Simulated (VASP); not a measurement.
# AsPt (F-43m) in VASP: notebook

The runs below take AsPt through single point, with PBE.

All numbers are computed with VASP 6.6.1; they aren't measurements. Logs are shortened: lines on timing, memory, paths and dates and some standing lists are left out, and cuts for length are marked.

### 1 The cell of the first run

Symmetry: F-43m, No. 216, cubic system. The conventional cell has a = 5.754 Å, b = 5.754 Å, c = 5.754 Å, α = 90.00°, β = 90.00°, γ = 90.00°. Pt (site symmetry -43m) has 4 As at 2.49 Å within 3.3 Å. Within 3.3 Å of As (site symmetry -43m) lie 4 Pt at 2.49 Å.

### 2 Single point, PBE (volume scaled by 1.070)

File INCAR:

```
PREC     = Accurate       # precision mode
ENCUT    = 520            # plane-wave cutoff, eV
EDIFF    = 1E-7           # SCF threshold, eV
ISMEAR   = 0              # smearing method
SIGMA    = 0.05           # smearing width, eV
LREAL    = False          # projectors in reciprocal space
LASPH    = True           # aspherical terms in the spheres
NELM     = 80             # most SCF steps
ALGO     = Normal         # electronic algorithm
ISIF     = 2              # what is computed and relaxed
LWAVE    = False          # write WAVECAR
LCHARG   = False          # write CHGCAR
GGA      = PE             # functional
NBANDS   = 14             # bands
```

File KPOINTS:

```
regular mesh
0
Gamma
  12 12 12
```

File POSCAR:

```
AsPt
1.0
    0.0000000000      2.8771078340      2.8771078340
    2.8771078340      0.0000000000      2.8771078340
    2.8771078340      2.8771078340      0.0000000000
Pt As
1 1
Direct
    0.0000000000      0.0000000000      0.0000000000
    0.2500000000      0.2500000000      0.2500000000
```

Potentials or basis: VASP PAW PBE potentials, release 64 (Pt, As).

The run is started by

```console
$ cat potpaw_PBE.64/Pt/POTCAR potpaw_PBE.64/As/POTCAR > POTCAR
$ mpirun -np 1 vasp_std > vasp.out
```

OUTCAR:

```text
PREC = Accurate
   ENCUT = 520
   EDIFF = 1E-7
   ISMEAR = 0
   LREAL = False
   LASPH = True
   NELM = 80
   ISIF = 2
   GGA = PE

 ion  position               nearest neighbor table
   1  0.000  0.000  0.000-   2 2.49   2 2.49   2 2.49   2 2.49
   2  0.250  0.250  0.250-   1 2.49   1 2.49   1 2.49   1 2.49

  LATTYP: Found a face centered cubic cell.
 ALAT       =     5.7542156680

  Lattice vectors:

 A1 = (   0.0000000000,   2.8771078340,   2.8771078340)
 A2 = (   2.8771078340,   0.0000000000,   2.8771078340)
 A3 = (   2.8771078340,   2.8771078340,   0.0000000000)

Analysis of symmetry for initial positions (statically):
=====================================================================
 Subroutine PRICEL returns:
 Original cell was already a primitive cell.

 Routine SETGRP: Setting up the symmetry group for a
 face centered cubic supercell.

 Subroutine GETGRP returns: Found 24 space group operations
 (whereof 24 operations were pure point group operations)
 out of a pool of 48 trial point group operations.

The static configuration has the point symmetry T_d .

Analysis of symmetry for dynamics (positions and initial velocities):
=====================================================================
 Subroutine PRICEL returns:
 Original cell was already a primitive cell.

 Routine SETGRP: Setting up the symmetry group for a
 face centered cubic supercell.

 Subroutine GETGRP returns: Found 24 space group operations
 (whereof 24 operations were pure point group operations)
 out of a pool of 48 trial point group operations.

The dynamic configuration has the point symmetry T_d .

 Subroutine INISYM returns: Found 24 space group operations
 (whereof 24 operations are pure point group operations),
 and found     1 'primitive' translations

----------------------------------------------------------------------------------------

                                     Primitive cell

  volume of cell :      47.6320

  direct lattice vectors                    reciprocal lattice vectors
     0.000000000  2.877107834  2.877107834    -0.173785631  0.173785631  0.173785631
     2.877107834  0.000000000  2.877107834     0.173785631 -0.173785631  0.173785631
     2.877107834  2.877107834  0.000000000     0.173785631  0.173785631 -0.173785631

  length of vectors
     4.068844919  4.068844919  4.068844919     0.301005542  0.301005542  0.301005542

  position of ions in fractional coordinates (direct lattice)
     0.000000000  0.000000000  0.000000000
[... 88 lines left out ...]
   PSTRESS=    0.0 pullay stress
   NELECT =      15.0000    total number of electrons
   NUPDOWN=      -1.0000    fix difference up-down
   EMIN   =  10.00;   EMAX   =-10.00  energy-range for DOS
   EFERMI =   0.00;   METHOD = LEGACY
   ISMEAR =     0;   SIGMA  =   0.05  broadening in eV -4-tet -1-fermi 0-gaus
   EFERMI_NEDOS =   21; number of points for ismear=-14 and -15
   IALGO  =     38    algorithm
   IMIX   =      4    mixing-type and parameters
     AMIX     =   0.40;   BMIX     =  1.00
     AMIX_MAG =   1.60;   BMIX_MAG =  1.00
  volume/ion in A,a.u.               =      23.82       160.72
  Fermi-wavevector in a.u.,A,eV,Ry     =   1.113796  2.104770 16.878602  1.240542
  Thomas-Fermi vector in A             =   2.250385
   LORBIT       =      0    0 simple, 1 ext, 2 COOP (PROOUT), +10 PAW based schemes
   GGA     = PE    functional components
   LHFCALC =     F    Hartree Fock is set to
   AEXX    =    0.0000 exact exchange contribution
   IVDW    =     0    specifies the selected vdW correction
   LEPSILON=     F    determine dielectric tensor
   LRPA    =     F    only Hartree local field effects (RPA)
 non-spin polarized calculation
 Gauss-broadening in eV      SIGMA  =   0.05
  energy-cutoff  :      520.00
  volume of cell :       47.63
 maximum number of plane-waves:      1303
   NGX = 15   NGY = 15   NGZ = 15

 number of electron      14.9999997 magnetization

 Free energy of the ion-electron system (eV)
  ---------------------------------------------------
  ext. energy  EPLUGINS =         0.00000000
  ---------------------------------------------------
  free energy    TOTEN  =       -10.99037750 eV

  energy without entropy =      -10.98899801  energy(sigma->0) =      -10.98968776

 E-fermi :   4.6965     XC(G=0):  -9.9047

 val. band max:        4.6804870791   @ k =  -0.2500   0.5000   0.2500
 cond. band min:       4.7301953559   @ k =   0.4167   0.3333   0.0833
 fundamental gap:      0.0497082768
 Fermi energy:         4.6965461838

 k-point     1 :       0.0000    0.0000    0.0000
  band No.  band energies     occupation
      1      -7.6145      2.00000
      2      -0.1249      2.00000
      3      -0.1249      2.00000
      4      -0.1249      2.00000
      5       1.7850      2.00000
      6       1.7850      2.00000
      7       6.7385      0.00000
      8       8.2144      0.00000
      9       8.2144      0.00000
     10       8.2144      0.00000
     11      11.5224      0.00000
     12      11.5224      0.00000
     13      11.5224      0.00000
     14      15.2458      0.00000
[... 377 lines left out ...]
      1      -6.5341      2.00000
      2      -0.2547      2.00000
      3       0.1565      2.00000
      4       0.3539      2.00000
      5       1.7874      2.00000
      6       1.8612      2.00000
      7       2.4820      2.00000
      8       4.9513      0.00000
      9       5.9672      0.00000
     10       9.4936      0.00000
     11      11.8214      0.00000
     12      13.3029      0.00000
     13      14.3374      0.00000
     14      16.3651      0.00000

 [... further k-points ...]

------------------------ aborting loop because EDIFF is reached ----------------------------------------

  FORCE on cell =-STRESS in cart. coord.  units (eV):
  Direction    XX          YY          ZZ          XY          YZ          ZX
  --------------------------------------------------------------------------------------
  -------------------------------------------------------------------------------------
  Total       -1.8280529     -1.8280529     -1.8280529      0.0000000     -0.0000000      0.0000000
  in kB      -61.4894961    -61.4894961    -61.4894961      0.0000000     -0.0000000      0.0000000
  external PRESSURE =     -61.4894961 kB  Pullay stress =       0.0000000 kB

 VOLUME and BASIS-vectors are now :
 -----------------------------------------------------------------------------
  energy-cutoff  :      520.00
  volume of cell :       47.63
      direct lattice vectors                 reciprocal lattice vectors
     0.000000000  2.877107834  2.877107834    -0.173785631  0.173785631  0.173785631
     2.877107834  0.000000000  2.877107834     0.173785631 -0.173785631  0.173785631
     2.877107834  2.877107834  0.000000000     0.173785631  0.173785631 -0.173785631

 POSITION                                       TOTAL-FORCE (eV/Angst)
 -----------------------------------------------------------------------------------
      0.00000      0.00000      0.00000        -0.000000     -0.000000     -0.000000
      1.43855      1.43855      1.43855         0.000000      0.000000      0.000000
 -----------------------------------------------------------------------------------
    total drift:                                0.000000      0.000000      0.000000

  FREE ENERGIE OF THE ION-ELECTRON SYSTEM (eV)
  ---------------------------------------------------
  free  energy   TOTEN  =       -10.9903775018 eV

  energy  without entropy=      -10.9889980109  energy(sigma->0) =      -10.98968776
```

Run time: 32 s. Hardware: 1 thread of Intel Xeon 6975P-C (Granite Rapids), shared host; peak memory 0.19 GiB.

Results:

- Free energy: -10.9904 eV
- Pressure: -6.1 GPa

Levels at points of the mesh, in eV from the Fermi level:
```tsv
k point	band 5	band 6	band 7	band 8	band 9	band 10
(0.00, 0.00, 0.00)	-2.91	-2.91	2.04	3.52	3.52	3.52
(0.50, 0.00, 0.00)	-2.76	-2.76	-2.47	1.58	1.58	3.59
(0.50, 0.50, 0.00)	-2.76	-2.58	-2.38	-0.68	-0.68	4.89
```

Caveat: spin-orbit coupling is left out, which moves the levels of the heavy elements.

### 3 Single point, PBE (volume scaled by 1.100)

File INCAR:

```
SYSTEM = AsPt
PREC     = Accurate       ! precision mode
ENCUT    = 520            ! plane-wave cutoff, eV
EDIFF    = 1E-6           ! SCF threshold, eV
ISMEAR   = 0              ! smearing method
SIGMA    = 0.05           ! smearing width, eV
LREAL    = .FALSE.        ! projectors in reciprocal space
LASPH    = .TRUE.         ! aspherical terms in the spheres
NELM     = 60             ! most SCF steps
ALGO     = Normal         ! electronic algorithm
ISIF     = 2              ! what is computed and relaxed
LWAVE    = .FALSE.        ! write WAVECAR
LCHARG   = .FALSE.        ! write CHGCAR
GGA      = PE             ! functional
NBANDS   = 14             ! bands
```

File KPOINTS:

```
regular mesh
0
G
  12 12 12
  0 0 0
```

File POSCAR:

```
AsPt
1.0
    0.0000000000      2.9037492371      2.9037492371
    2.9037492371      0.0000000000      2.9037492371
    2.9037492371      2.9037492371      0.0000000000
Pt As
1 1
Direct
    0.0000000000      0.0000000000      0.0000000000
    0.2500000000      0.2500000000      0.2500000000
```

Potentials or basis: VASP PAW PBE potentials, release 64 (Pt, As).

The run is started by

```console
$ cat potpaw_PBE.64/Pt/POTCAR potpaw_PBE.64/As/POTCAR > POTCAR
$ mpirun -np 1 vasp_std > vasp.out
```

Run time: 30 s. Hardware: 1 thread of Intel Xeon 6975P-C (Granite Rapids), shared host; peak memory 0.2 GiB.

It converged, with:

| Property | Result |
| --- | --- |
| Free energy | -10.9312 eV |
| Pressure | -8.1 GPa |

Levels at points of the mesh, in eV from the Fermi level:
| k point | band 3 | band 4 | band 5 | band 6 | band 7 | band 8 | band 9 | band 10 | band 11 | band 12 |
| --- | --- | --- | --- | --- | --- | --- | --- | --- | --- | --- |
| (0.00, 0.00, 0.00) | -4.67 | -4.67 | -2.81 | -2.81 | 1.92 | 3.39 | 3.39 | 3.39 | 6.78 | 6.78 |
| (0.50, 0.00, 0.00) | -4.35 | -4.35 | -2.67 | -2.67 | -2.39 | 1.54 | 1.54 | 3.49 | 7.99 | 7.99 |
| (0.50, 0.50, 0.00) | -3.56 | -3.56 | -2.66 | -2.49 | -2.31 | -0.64 | -0.64 | 4.80 | 5.29 | 10.89 |

Caveat: spin-orbit coupling is left out, which moves the levels of the heavy elements.
